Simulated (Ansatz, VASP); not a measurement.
CdTe in VASP and in Ansatz

INCAR

```
SYSTEM = CdTe
  PREC = Accurate
  ENCUT = 500
  EDIFF = 1E-6
  ISMEAR = 0
  SIGMA = 0.1
  LREAL = .False.
  LASPH = .True.
  NELM = 120
  ALGO = Normal
  ISIF = 2
  LWAVE = .False.
  LCHARG = .False.
  GGA = PS
  NBANDS = 16
  GGA_COMPAT = .False.
```

Contents of KPOINTS:

```
Automatic mesh
0
Gamma
  6 6 6
  0 0 0
```

The input POSCAR:

```
CdTe
1.0
    0.0000000000      3.2405000000      3.2405000000
    3.2405000000      0.0000000000      3.2405000000
    3.2405000000      3.2405000000      0.0000000000
Cd Te
1 1
Direct
    0.0000000000      0.0000000000      0.0000000000
    0.2500000000      0.2500000000      0.2500000000
```

Input for Ansatz:

```yaml
crystal:
  lattice:
    - [0.0, 3.2405, 3.2405]
    - [3.2405, 0.0, 3.2405]
    - [3.2405, 3.2405, 0.0]
  atoms:
    - { symbol: Cd, position: [0.0, 0.0, 0.0] }
    - { symbol: Te, position: [0.25, 0.25, 0.25] }
basis:
  ecutwfc: 420
kpoints:
  mp_grid: { grid: [6, 6, 6] }
hamiltonian:
  xc: pbesol
  pseudopotentials: { kind: paw, azcp: { folder: soft_1 } }
scf:
  occupations: { method: gaussian, width: 0.1 }
output:
  forces: true
  stress: true
  eigenvalues: true
```

Alike in both runs: task single point; functional PBEsol; k mesh 6 × 6 × 6; occupations gaussian, width 0.1 eV; no spin polarisation.

|  | VASP | Ansatz |
| --- | --- | --- |
| version | VASP 6.6.1 | Ansatz 0.2.0 |
| potentials or method | VASP PAW PBE potentials, release 64 (Cd, Te), cutoff 500 eV | scalar-relativistic, plane waves, PAW |
| valence electrons in the cell | 18 | 36 |

Ansatz gave:

| Quantity | Value |
| --- | --- |
| gap on the k mesh at the Fermi level (eV) | 0.66 |
| least direct gap on the mesh (eV) | 0.66 |
| pressure (GPa) | 0.2 |

Task: Which values does VASP return?

Result: gap on the k mesh at the Fermi level (eV): 0.66; least direct gap on the mesh (eV): 0.66; pressure (GPa): 0.3.

VASP's potentials were made for PBE, not for PBEsol, and Ansatz warns of the same on its side. The functional is the same, so the differences come from potentials, cutoffs and numerics. VASP's potentials hold 18 valence electrons a cell and Ansatz's 36, so a difference there can come from the potentials and not from the codes.

Spin-orbit coupling is off throughout.
